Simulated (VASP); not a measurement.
# Be (P6_3/mmc) in VASP: a series of runs, part 2 of 2

VASP 6.6.1. Earlier steps stand in the parts before.

## 3. Relaxation of cell and atoms, PBEsol

This run uses another cell than the first one, of 7.94 Å³/atom.

Input file INCAR:

```
SYSTEM = Be
PREC     = Accurate       ! precision mode
ENCUT    = 600            ! plane-wave cutoff, eV
EDIFF    = 1E-6           ! SCF threshold, eV
ISMEAR   = 0              ! smearing method
SIGMA    = 0.1            ! smearing width, eV
LREAL    = .FALSE.        ! projectors in reciprocal space
LASPH    = .TRUE.         ! aspherical terms in the spheres
NELM     = 60             ! most SCF steps
ALGO     = Normal         ! electronic algorithm
ISIF     = 3              ! what is computed and relaxed
LWAVE    = .FALSE.        ! write WAVECAR
LCHARG   = .FALSE.        ! write CHGCAR
GGA      = PS             ! functional
IBRION   = 2              ! ionic algorithm
NSW      = 100            ! ionic steps
EDIFFG   = -0.005         ! ionic threshold
```

Input file KPOINTS:

```
Automatic mesh
0
G
  21 21 12
  0 0 0
```

Input file POSCAR:

```
Be
1.0
    2.2647826536      0.0000000000      0.0000000000
   -1.1323913268      1.9613593121      0.0000000000
    0.0000000000      0.0000000000      3.5741024600
Be
2
Direct
    0.3333333300      0.6666666700      0.7500000000
    0.6666666700      0.3333333300      0.2500000000
```

Potentials or basis: VASP PAW PBE potentials, release 64 (Be).

Command:

```sh
cat potpaw_PBE.64/Be/POTCAR > POTCAR
mpirun -np 1 vasp_std > vasp.out
```

OUTCAR:

```text
SYSTEM = Be
   PREC = Accurate
   ENCUT = 600
   EDIFF = 1E-6
   ISMEAR = 0
   LREAL = .FALSE.
   LASPH = .TRUE.
   NELM = 60
   ISIF = 3
   GGA = PS
   IBRION = 2
   NSW = 100
   EDIFFG = -0.005

 ion  position               nearest neighbor table
   1  0.333  0.667  0.750-   2 2.21   2 2.21   2 2.21   2 2.21   2 2.21   2 2.21
   2  0.667  0.333  0.250-   1 2.21   1 2.21   1 2.21   1 2.21   1 2.21   1 2.21

  LATTYP: Found a hexagonal cell.
 ALAT       =     2.2647826536
 C/A-ratio  =     1.5781216155

  Lattice vectors:

 A1 = (   2.2647826536,   0.0000000000,   0.0000000000)
 A2 = (  -1.1323913268,   1.9613593121,   0.0000000000)
 A3 = (   0.0000000000,   0.0000000000,   3.5741024600)

Analysis of symmetry for initial positions (statically):
=====================================================================
 Subroutine PRICEL returns:
 Original cell was already a primitive cell.

 Routine SETGRP: Setting up the symmetry group for a
 hexagonal supercell.

 Subroutine GETGRP returns: Found 24 space group operations
 (whereof 12 operations were pure point group operations)
 out of a pool of 24 trial point group operations.

The static configuration has the point symmetry D_3d.
 The point group associated with its full space group is D_6h.

Analysis of symmetry for dynamics (positions and initial velocities):
=====================================================================
 Subroutine PRICEL returns:
 Original cell was already a primitive cell.

 Routine SETGRP: Setting up the symmetry group for a
 hexagonal supercell.

 Subroutine GETGRP returns: Found 24 space group operations
 (whereof 12 operations were pure point group operations)
 out of a pool of 24 trial point group operations.

The dynamic configuration has the point symmetry D_3d.
 The point group associated with its full space group is D_6h.

 Subroutine INISYM returns: Found 24 space group operations
 (whereof 12 operations are pure point group operations),
 and found     1 'primitive' translations

[... 127 lines left out ...]
 Gauss-broadening in eV      SIGMA  =   0.10
  energy-cutoff  :      600.00
  volume of cell :       15.88
 maximum number of plane-waves:       548
 NGX is ok and might be reduce to    18
   NGX =  9   NGY =  9   NGZ = 15

--------------------------------------- Ionic step        1  -------------------------------------------

 number of electron       4.0000000 magnetization

 Free energy of the ion-electron system (eV)
  ---------------------------------------------------
  ext. energy  EPLUGINS =         0.00000000
  ---------------------------------------------------
  free energy    TOTEN  =        -7.99248273 eV

  energy without entropy =       -7.99096044  energy(sigma->0) =       -7.99172159

------------------------ aborting loop because EDIFF is reached ----------------------------------------

  FORCE on cell =-STRESS in cart. coord.  units (eV):
  Direction    XX          YY          ZZ          XY          YZ          ZX
  --------------------------------------------------------------------------------------
  -------------------------------------------------------------------------------------
  Total       -0.1159316     -0.1159316     -0.1337525      0.0000000      0.0000000      0.0000000
  in kB      -11.6993485    -11.6993485    -13.4977650      0.0000000      0.0000000      0.0000000
  external PRESSURE =     -12.2988206 kB  Pullay stress =       0.0000000 kB
[... 59 lines left out ...]
--------------------------------------- Ionic step        3  -------------------------------------------

 number of electron       4.0000000 magnetization

 Free energy of the ion-electron system (eV)
  ---------------------------------------------------
  ext. energy  EPLUGINS =         0.00000000
  ---------------------------------------------------
  free energy    TOTEN  =        -7.99310204 eV

  energy without entropy =       -7.99159270  energy(sigma->0) =       -7.99234737

 E-fermi :   7.0969     XC(G=0): -10.6276

 val. band max:        7.0963965916   @ k =   0.3333   0.0476   0.0000
 cond. band min:       7.1152194398   @ k =   0.3333   0.2857   0.0833
 fundamental gap:      0.0188228482
 Fermi energy:         7.0969084165

 k-point     1 :       0.0000    0.0000    0.0000
  band No.  band energies     occupation
      1      -4.3123      2.00000
      2       2.5669      2.00000
      3       8.1808      0.00000
      4      23.1677      0.00000
      5      23.1677      0.00000
      6      26.0157      0.00000
[... 199 lines left out ...]
 k-point    24 :       0.1905    0.0952    0.0000
  band No.  band energies     occupation
      1      -2.4816      2.00000
      2       4.9610      2.00000
      3       8.4723      0.00000
      4      15.3291      0.00000
      5      17.6314      0.00000
      6      23.4213      0.00000

 [... further k-points ...]

------------------------ aborting loop because EDIFF is reached ----------------------------------------

  FORCE on cell =-STRESS in cart. coord.  units (eV):
  Direction    XX          YY          ZZ          XY          YZ          ZX
  --------------------------------------------------------------------------------------
  -------------------------------------------------------------------------------------
  Total       -0.0060316     -0.0060316      0.0093268      0.0000000      0.0000000      0.0000000
  in kB       -0.6147876     -0.6147876      0.9506591      0.0000000      0.0000000      0.0000000
  external PRESSURE =      -0.0929721 kB  Pullay stress =       0.0000000 kB
[... 17 lines left out ...]
  FREE ENERGIE OF THE ION-ELECTRON SYSTEM (eV)
  ---------------------------------------------------
  free  energy   TOTEN  =        -7.9931020408 eV

  energy  without entropy=       -7.9915927030  energy(sigma->0) =       -7.99234737

 reached required accuracy - stopping structural energy minimisation
```

CONTCAR:

```text
Be
   1.00000000000000
     2.2576316652830952    0.0000000000000000    0.0000000000000000
    -1.1288158326415476    1.9551663745550909   -0.0000000000000000
     0.0000000000000000    0.0000000000000000    3.5610825877731682
  Be
     2
Direct
     0.3333333300000021    0.6666666699999979    0.7500000000000000
     0.6666666699999979    0.3333333300000021    0.2500000000000000

  0.00000000E+00  0.00000000E+00  0.00000000E+00
  0.00000000E+00  0.00000000E+00  0.00000000E+00
```

Run time: 48 s. Hardware: 1 thread of Intel Xeon 8259CL, shared host; peak memory 0.15 GiB.

What came out:

```
Free energy                           : -7.9931 eV
Relaxed volume                        : 7.86 Å³/atom
Relaxed cell                          : a = 2.258 Å, b = 2.258 Å, c = 3.561 Å, α = 90.00°, β = 90.00°, γ = 120.00°
Space group after relaxing (to 0.1 Å) : P6_3/mmc (No. 194)
Energy gained by relaxing             : 0.3 meV/atom
Ionic steps                           : 3
Pressure after relaxing               : 0.0 GPa
Band gap on the k mesh                : zero (bands 2 and 3 overlap by 2.09 eV)
```

Stress tensor (GPa, compression positive):
```
-0.06  0.00  0.00
 0.00 -0.06  0.00
 0.00  0.00  0.10
```

The path:
```
step  energy change (eV)  largest force (eV/Å)  pressure (GPa)  volume (Å³)
   1              0.0000                0.0000           -1.23        15.88
   2             -0.0006                0.0000           -0.15        15.74
   3             -0.0006                0.0000           -0.01        15.72
```

Final structure:
```cif
data_structure
_symmetry_space_group_name_H-M 'P 1'
_symmetry_Int_Tables_number 1
_cell_length_a 2.2576
_cell_length_b 2.2576
_cell_length_c 3.5611
_cell_angle_alpha 90.000
_cell_angle_beta 90.000
_cell_angle_gamma 120.000
_cell_volume 15.72
loop_
_atom_site_label
_atom_site_type_symbol
_atom_site_fract_x
_atom_site_fract_y
_atom_site_fract_z
_atom_site_occupancy
Be1 Be 0.33333 0.66667 0.75000 1
Be2 Be 0.66667 0.33333 0.25000 1
```

Levels at points of the mesh, in eV from the Fermi level:
| k point | band 1 | band 2 | band 3 | band 4 | band 5 |
| --- | --- | --- | --- | --- | --- |
| (0.00, 0.00, 0.00) | -11.41 | -4.53 | 1.08 | 16.07 | 16.07 |
| (0.00, 0.00, 0.50) | -9.25 | -9.25 | 10.67 | 10.67 | 17.72 |

Caveat: the PAW data sets were made with another functional, which shifts forces and pressure a little.

The gap in the log of VASP goes by the Fermi energy; the results here count the filled bands.